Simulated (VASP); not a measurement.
Write the native input for VASP 6.6.1 that does the following.

```yaml
Task: single point
Functional: LDA
Potentials_or_basis: VASP PAW LDA potentials, release 64 (Ni, O)
Cutoff: 520 eV
k_mesh: 11 × 11 × 11
Occupations: fermi-dirac, width 0.05 eV
Spin: collinear spin, ferromagnetic start
Starting_moments: "[1.0, 0.0] μB"
Dipole_correction: no
Further_INCAR_settings: ALGO = Normal; EDIFF = 1e-07; NBANDS = 19
```

The structure of NiO lies in POSCAR:

```
NiO
1.0
    0.0000000000      2.0859016414      2.0859016414
    2.0859016414      0.0000000000      2.0859016414
    2.0859016414      2.0859016414      0.0000000000
Ni O
1 1
Direct
    0.0000000000      0.0000000000      0.0000000000
    0.5000000000      0.5000000000      0.5000000000
```

The input as run:

INCAR

```
PREC     = Accurate       # precision mode
ENCUT    = 520            # plane-wave cutoff, eV
EDIFF    = 1E-7           # SCF threshold, eV
ISMEAR   = -1             # smearing method
SIGMA    = 0.05           # smearing width, eV
LREAL    = False          # projectors in reciprocal space
LASPH    = True           # aspherical terms in the spheres
NELM     = 150            # most SCF steps
ALGO     = Normal         # electronic algorithm
ISIF     = 2              # what is computed and relaxed
LWAVE    = False          # write WAVECAR
LCHARG   = False          # write CHGCAR
ISPIN    = 2              # spin polarisation
MAGMOM   = 1 0            # initial moments
LORBIT   = 11             # projections on sites
LMAXMIX  = 4              # l up to which the mixer works
NBANDS   = 19             # bands
```

KPOINTS

```
regular mesh
0
Gamma
  11 11 11
```

Potentials or basis: VASP PAW LDA potentials, release 64 (Ni, O).

Command:

```bash
$ cat potpaw_LDA.64/Ni/POTCAR potpaw_LDA.64/O/POTCAR > POTCAR
$ mpirun -np 1 vasp_std > vasp.out
```

It gave:

```yaml
Pressure: -19.6 GPa
Net_moment: 0.24 μB per cell
Site_moments: Ni +0.20; O +0.03 μB
Valence_electrons_inside_the_program's_atomic_spheres: Ni 9.09; O 4.90
```

It took 26 s on 1 thread of Intel(R) Xeon(R) Platinum 8488C (Sapphire Rapids), with other jobs on the host, peak memory 0.15 GiB.
